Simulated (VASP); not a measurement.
# HC12 (a cell with a defect) in VASP: a series of runs

HC12 (a cell with a defect) is run at these levels: LDA; tasks: single point.

Program: VASP 6.6.1. These are calculated values, not measurements. Logs are shortened: lines on timing, memory, paths and dates and some standing lists are left out, and cuts for length are marked.

### Step 1. The cell of the first run

The cell holds a defect, 13 atoms: a = 4.325 Å, b = 4.325 Å, c = 4.325 Å, α = 80.41°, β = 70.53°, γ = 60.00°.

### Step 2. Single point, LDA

File INCAR:

```
PREC = Accurate
ENCUT = 520
EDIFF = 1E-6
ISMEAR = 0
SIGMA = 0.05
LREAL = False
LASPH = True
NELM = 60
ALGO = Normal
ISIF = 2
LWAVE = False
LCHARG = True
LELF = True
LVHAR = True
NBANDS = 36
NELECT = 48.0
```

File KPOINTS:

```
regular mesh
0
Gamma
  6 6 6
```

File POSCAR:

```
HC12
1.0
    1.7657489870     -3.5314979740     -1.7657489870
    3.5314979740     -1.7657489870      1.7657489870
   -1.7657489870     -3.5314979740      1.7657489870
C H
12 1
Direct
    0.2500000000      1.0000000000      0.2500000000
    0.0833333333      0.3333333333      0.7500000000
    0.9166666667      0.6666666667      0.2500000000
    0.7500000000      1.0000000000      0.7500000000
    0.5833333333      0.3333333333      0.2500000000
    0.4166666667      0.6666666667      0.7500000000
    0.9583333333      0.3333333333      0.1250000000
    0.7916666667      0.6666666667      0.6250000000
    0.6250000000      1.0000000000      0.1250000000
    0.4583333333      0.3333333333      0.6250000000
    0.2916666667      0.6666666667      0.1250000000
    0.1250000000      1.0000000000      0.6250000000
    1.2222222222      0.1388888889      0.5833333333
```

Potentials or basis: VASP PAW LDA potentials, release 64 (C, H).

Run with:

```console
$ cat potpaw_LDA.64/C/POTCAR potpaw_LDA.64/H/POTCAR > POTCAR
$ mpirun -np 1 vasp_std > vasp.out
```

OUTCAR:

```text
PREC = Accurate
   ENCUT = 520
   EDIFF = 1E-6
   ISMEAR = 0
   LREAL = False
   LASPH = True
   NELM = 60
   ISIF = 2
   NELECT = 48.0

 ion  position               nearest neighbor table
   1  0.250  0.000  0.250-  11 1.53   9 1.53   7 1.53  12 1.53
   2  0.083  0.333  0.750-  13 1.00  12 1.53  10 1.53   7 1.53   8 1.53
   3  0.917  0.667  0.250-   8 1.53   9 1.53  11 1.53   7 1.53
   4  0.750  0.000  0.750-   8 1.53   9 1.53  10 1.53  12 1.53
   5  0.583  0.333  0.250-   9 1.53   7 1.53  10 1.53  11 1.53
   6  0.417  0.667  0.750-   8 1.53  11 1.53  12 1.53  10 1.53
   7  0.958  0.333  0.125-   1 1.53   2 1.53   5 1.53   3 1.53
   8  0.792  0.667  0.625-   4 1.53   3 1.53   2 1.53   6 1.53
   9  0.625  0.000  0.125-   5 1.53   3 1.53   4 1.53   1 1.53
  10  0.458  0.333  0.625-   2 1.53   4 1.53   5 1.53   6 1.53
  11  0.292  0.667  0.125-   1 1.53   3 1.53   5 1.53   6 1.53
  12  0.125  0.000  0.625-  13 0.86   2 1.53   4 1.53   6 1.53   1 1.53
  13  0.222  0.139  0.583-  12 0.86   2 1.00

  LATTYP: Found a base centered monoclinic cell.
 ALAT       =     4.3251840320
 B/A-ratio  =     1.7320508076
 C/A-ratio  =     1.0000000000
 COS(beta)  =    -0.3333333333

  Lattice vectors:

 A1 = (   1.7657489870,   1.7657489870,   3.5314979740)
 A2 = (  -3.5314979740,   1.7657489870,  -1.7657489870)
 A3 = (  -1.7657489870,  -3.5314979740,   1.7657489870)

Analysis of symmetry for initial positions (statically):
=====================================================================
 Subroutine PRICEL returns:
 Original cell was already a primitive cell.

 Routine SETGRP: Setting up the symmetry group for a
 base centered monoclinic supercell.

 Subroutine GETGRP returns: Found  1 space group operations
 (whereof  1 operations were pure point group operations)
 out of a pool of  4 trial point group operations.

The static configuration has the point symmetry C_1 .

Analysis of symmetry for dynamics (positions and initial velocities):
=====================================================================
 Subroutine PRICEL returns:
 Original cell was already a primitive cell.

 Routine SETGRP: Setting up the symmetry group for a
 base centered monoclinic supercell.

 Subroutine GETGRP returns: Found  1 space group operations
[... 134 lines left out ...]
   TEBEG  =    0.0;   TEEND  =   0.0 temperature during run
   PSTRESS=    0.0 pullay stress
   NELECT =      48.0000    total number of electrons
   NUPDOWN=      -1.0000    fix difference up-down
   EMIN   =  10.00;   EMAX   =-10.00  energy-range for DOS
   EFERMI =   0.00;   METHOD = LEGACY
   ISMEAR =     0;   SIGMA  =   0.05  broadening in eV -4-tet -1-fermi 0-gaus
   EFERMI_NEDOS =   21; number of points for ismear=-14 and -15
   IALGO  =     38    algorithm
   IMIX   =      4    mixing-type and parameters
     AMIX     =   0.40;   BMIX     =  1.00
     AMIX_MAG =   1.60;   BMIX_MAG =  1.00
  volume/ion in A,a.u.               =       5.08        34.29
  Fermi-wavevector in a.u.,A,eV,Ry     =   1.471745  2.781195 29.470667  2.166033
  Thomas-Fermi vector in A             =   2.586844
   LORBIT       =      0    0 simple, 1 ext, 2 COOP (PROOUT), +10 PAW based schemes
   GGA     = CA    functional components
   LHFCALC =     F    Hartree Fock is set to
   AEXX    =    0.0000 exact exchange contribution
   IVDW    =     0    specifies the selected vdW correction
   LEPSILON=     F    determine dielectric tensor
   LRPA    =     F    only Hartree local field effects (RPA)
 non-spin polarized calculation
 Gauss-broadening in eV      SIGMA  =   0.05
  energy-cutoff  :      520.00
  volume of cell :       66.06
 maximum number of plane-waves:      1807
   NGX = 17   NGY = 17   NGZ = 17

 number of electron      47.9999998 magnetization

 Free energy of the ion-electron system (eV)
  ---------------------------------------------------
  ext. energy  EPLUGINS =         0.00000000
  ---------------------------------------------------
  free energy    TOTEN  =      -128.95192421 eV

  energy without entropy =     -128.95192421  energy(sigma->0) =     -128.95192421

 E-fermi :  10.5455     XC(G=0): -13.6313

 val. band max:       10.3297324690   @ k =   0.0000   0.0000   0.0000
 cond. band min:      13.7761248134   @ k =  -0.3333   0.3333   0.3333
 fundamental gap:      3.4463923444
 Fermi energy:        10.5454949926

 k-point     1 :       0.0000    0.0000    0.0000
  band No.  band energies     occupation
      1     -12.8263      2.00000
      2      -8.1435      2.00000
      3      -4.9751      2.00000
      4      -4.0114      2.00000
      5      -3.5664      2.00000
      6      -3.4540      2.00000
[... 925 lines left out ...]
     35      19.6405      0.00000
     36      20.5115      0.00000

 [... further k-points ...]

------------------------ aborting loop because EDIFF is reached ----------------------------------------

  FORCE on cell =-STRESS in cart. coord.  units (eV):
  Direction    XX          YY          ZZ          XY          YZ          ZX
  --------------------------------------------------------------------------------------
  -------------------------------------------------------------------------------------
  Total        1.2433870     -3.7888448     -4.4156146     -7.8780407     -3.9261681      1.6698029
  in kB       30.1542665    -91.8859807   -107.0862235   -191.0559908    -95.2163062     40.4955815
  external PRESSURE =     -56.2726459 kB  Pullay stress =       0.0000000 kB

 VOLUME and BASIS-vectors are now :
 -----------------------------------------------------------------------------
  energy-cutoff  :      520.00
  volume of cell :       66.06
      direct lattice vectors                 reciprocal lattice vectors
     1.765748987 -3.531497974 -1.765748987     0.047194326 -0.141582978 -0.235971630
     3.531497974 -1.765748987  1.765748987     0.188777304  0.000000000  0.188777304
    -1.765748987 -3.531497974  1.765748987    -0.141582978 -0.141582978  0.141582978

 POSITION                                       TOTAL-FORCE (eV/Angst)
 -----------------------------------------------------------------------------------
      0.00000     -1.76575      0.00000         0.586688      1.436258     -1.214690
     -0.00000     -3.53150      1.76575         2.646622     -5.251307      9.144661
      3.53150     -5.29725     -0.00000         0.426886      0.239557     -0.297839
      0.00000     -5.29725      0.00000        -0.069802     -0.236215      0.829093
      1.76575     -3.53150      0.00000         0.316069      0.248413     -0.173867
      1.76575     -5.29725      1.76575        -0.486041     -0.535230      0.192507
      2.64862     -4.41437     -0.88287        -0.841174     -0.064446      0.008508
      2.64862     -6.18012      0.88287         0.163756      0.474988     -0.570952
      0.88287     -2.64862     -0.88287         0.023513     -0.285440     -0.143260
      0.88287     -4.41437      0.88287         1.016406     -0.698236     -0.394305
      2.64862     -2.64862      0.88287        -0.266515     -0.163436      0.277677
     -0.88287     -2.64862      0.88287       -17.618896     10.741231     -1.791729
     -0.14715     -3.09006      0.88287        14.102486     -5.906136     -5.865802
 -----------------------------------------------------------------------------------
    total drift:                               -0.000240      0.000207      0.000112

  FREE ENERGIE OF THE ION-ELECTRON SYSTEM (eV)
  ---------------------------------------------------
  free  energy   TOTEN  =      -128.9519242061 eV

  energy  without entropy=     -128.9519242061  energy(sigma->0) =     -128.95192421
```

Wall time 2.4 min (1 thread of AMD EPYC 9R45 (Zen 5), shared host); peak memory 0.25 GiB.

What came out:

- Free energy: -128.9519 eV
- Largest force: 20.713 eV/Å

Forces in eV/Å, atoms in the order of the input:
```
C     0.587   1.436  -1.215
C     2.647  -5.251   9.145
C     0.427   0.240  -0.298
C    -0.070  -0.236   0.829
C     0.316   0.248  -0.174
C    -0.486  -0.535   0.193
C    -0.841  -0.064   0.009
C     0.164   0.475  -0.571
C     0.024  -0.285  -0.143
C     1.016  -0.698  -0.394
C    -0.267  -0.163   0.278
C   -17.619  10.741  -1.792
H    14.102  -5.906  -5.866
```

Caveat: the cell carries a net charge on a neutralising background, which shifts energy and pressure; the cell is charged against a uniform background, so pressure and absolute levels hang on convention.

### Step 3. Single point, LDA

File INCAR:

```
PREC     = Accurate       # precision mode
ENCUT    = 520            # plane-wave cutoff, eV
EDIFF    = 1E-6           # SCF threshold, eV
ISMEAR   = 0              # smearing method
SIGMA    = 0.05           # smearing width, eV
LREAL    = F              # projectors in reciprocal space
LASPH    = T              # aspherical terms in the spheres
NELM     = 60             # most SCF steps
ALGO     = Normal         # electronic algorithm
ISIF     = 2              # what is computed and relaxed
LWAVE    = F              # write WAVECAR
LCHARG   = F              # write CHGCAR
GGA      = CA             # functional
NBANDS   = 36             # bands
NELECT   = 48.0
```

KPOINTS is that of step 2.

Changes to POSCAR since step 2:

```diff
@@ -20,2 +20,2 @@
     0.1250000000      1.0000000000      0.6250000000
-    1.2222222222      0.1388888889      0.5833333333
+    1.1944444444      0.2777777778      0.4166666667
```

Potentials or basis: VASP PAW LDA potentials, release 64 (C, H).

Run with:

```console
$ cat potpaw_LDA.64/C/POTCAR potpaw_LDA.64/H/POTCAR > POTCAR
$ mpirun -np 1 vasp_std > vasp.out
```

OUTCAR:

```text
PREC = Accurate
   ENCUT = 520
   EDIFF = 1E-6
   ISMEAR = 0
   LREAL = F
   LASPH = T
   NELM = 60
   ISIF = 2
   GGA = CA
   NELECT = 48.0

 ion  position               nearest neighbor table
   1  0.250  0.000  0.250-  13 1.38  11 1.53   7 1.53  12 1.53   9 1.53
   2  0.083  0.333  0.750-  13 1.38  12 1.53  10 1.53   7 1.53   8 1.53
   3  0.917  0.667  0.250-   8 1.53   9 1.53  11 1.53   7 1.53
   4  0.750  0.000  0.750-   8 1.53   9 1.53  10 1.53  12 1.53
   5  0.583  0.333  0.250-   9 1.53   7 1.53  10 1.53  11 1.53
[... 1173 lines left out ...]
 -----------------------------------------------------------------------------
  energy-cutoff  :      520.00
  volume of cell :       66.06
      direct lattice vectors                 reciprocal lattice vectors
     1.765748987 -3.531497974 -1.765748987     0.047194326 -0.141582978 -0.235971630
     3.531497974 -1.765748987  1.765748987     0.188777304  0.000000000  0.188777304
    -1.765748987 -3.531497974  1.765748987    -0.141582978 -0.141582978  0.141582978

 POSITION                                       TOTAL-FORCE (eV/Angst)
 -----------------------------------------------------------------------------------
      0.00000     -1.76575      0.00000         0.087107      1.122470     -1.100988
     -0.00000     -3.53150      1.76575         0.001551     -1.139126      1.039645
      3.53150     -5.29725     -0.00000         0.671632      0.375131      0.370559
      0.00000     -5.29725      0.00000         0.111313      0.213632      0.142051
      1.76575     -3.53150      0.00000         0.660327     -0.419445     -0.355576
      1.76575     -5.29725      1.76575         0.186151     -0.179671     -0.073040
      2.64862     -4.41437     -0.88287         0.002092      0.762330      0.198804
      2.64862     -6.18012      0.88287         0.177678      0.059572      0.814651
      0.88287     -2.64862     -0.88287         0.386158     -0.105936     -0.943158
      0.88287     -4.41437      0.88287         0.273435     -0.851911     -0.060298
      2.64862     -2.64862      0.88287         0.182650      0.257306     -0.138283
     -0.88287     -2.64862      0.88287        -1.706062     -0.059125      0.108486
      0.58858     -2.64862      0.88287        -1.034032     -0.035227     -0.002854
 -----------------------------------------------------------------------------------
    total drift:                                0.000321     -0.000147      0.000102

  FREE ENERGIE OF THE ION-ELECTRON SYSTEM (eV)
  ---------------------------------------------------
  free  energy   TOTEN  =      -131.5594352655 eV

  energy  without entropy=     -131.5594352655  energy(sigma->0) =     -131.55943527
```

OSZICAR:

```text
N       E                     dE             d eps       ncg     rms          rms(c)
DAV:   1     0.993279085307E+02    0.99328E+02   -0.25508E+04  8064   0.131E+03
DAV:   2    -0.127258787140E+03   -0.22659E+03   -0.21366E+03 10472   0.256E+02
DAV:   3    -0.135933242218E+03   -0.86745E+01   -0.86077E+01 10692   0.459E+01
DAV:   4    -0.136028415418E+03   -0.95173E-01   -0.94956E-01 10504   0.536E+00
DAV:   5    -0.136030377111E+03   -0.19617E-02   -0.19601E-02 10260   0.706E-01    0.143E+01
DAV:   6    -0.132767457256E+03    0.32629E+01   -0.22084E+00  9048   0.715E+00    0.824E+00
DAV:   7    -0.131564667927E+03    0.12028E+01   -0.27782E+00  9736   0.793E+00    0.190E+00
DAV:   8    -0.131559753694E+03    0.49142E-02   -0.93738E-02 10020   0.165E+00    0.462E-01
DAV:   9    -0.131559554682E+03    0.19901E-03   -0.54001E-03 10092   0.422E-01    0.863E-02
DAV:  10    -0.131559438259E+03    0.11642E-03   -0.73807E-04  9928   0.135E-01    0.262E-02
DAV:  11    -0.131559435812E+03    0.24475E-05   -0.21476E-05 10388   0.272E-02    0.150E-02
DAV:  12    -0.131559435266E+03    0.54601E-06   -0.55424E-06  9680   0.129E-02
   1 F= -.13155944E+03 E0= -.13155944E+03  d E =-.127420E-18
```

stdout:

```text
POSCAR found type information on POSCAR C H
 POSCAR found :  2 types and      13 ions
 scaLAPACK will be used
 LDA part: xc-table for (Slater(with rela. corr.)+CA(PZ))
 , standard interpolation
 POSCAR, INCAR and KPOINTS ok, starting setup
 FFT: planning ... GRIDC
 FFT: planning ... GRID_SOFT
 FFT: planning ... GRID
 WAVECAR not read
 entering main loop
 the old and the new charge density differ
 old charge density:    49.00000 new   48.00000
    0.143E+01
```

It took 2.1 min on 1 thread of AMD EPYC 9R45 (Zen 5), shared host; peak memory 0.24 GiB.

Results:

| Item | Value |
| --- | --- |
| Free energy | -131.5594 eV |
| Largest force | 1.711 eV/Å |

Forces on the atoms (eV/Å):
```
C    0.087  1.122 -1.101
C    0.002 -1.139  1.040
C    0.672  0.375  0.371
C    0.111  0.214  0.142
C    0.660 -0.419 -0.356
C    0.186 -0.180 -0.073
C    0.002  0.762  0.199
C    0.178  0.060  0.815
C    0.386 -0.106 -0.943
C    0.273 -0.852 -0.060
C    0.183  0.257 -0.138
C   -1.706 -0.059  0.108
H   -1.034 -0.035 -0.003
```

Caveat: the cell carries a net charge on a neutralising background, which shifts energy and pressure; the cell is charged against a uniform background, so pressure and absolute levels hang on convention.
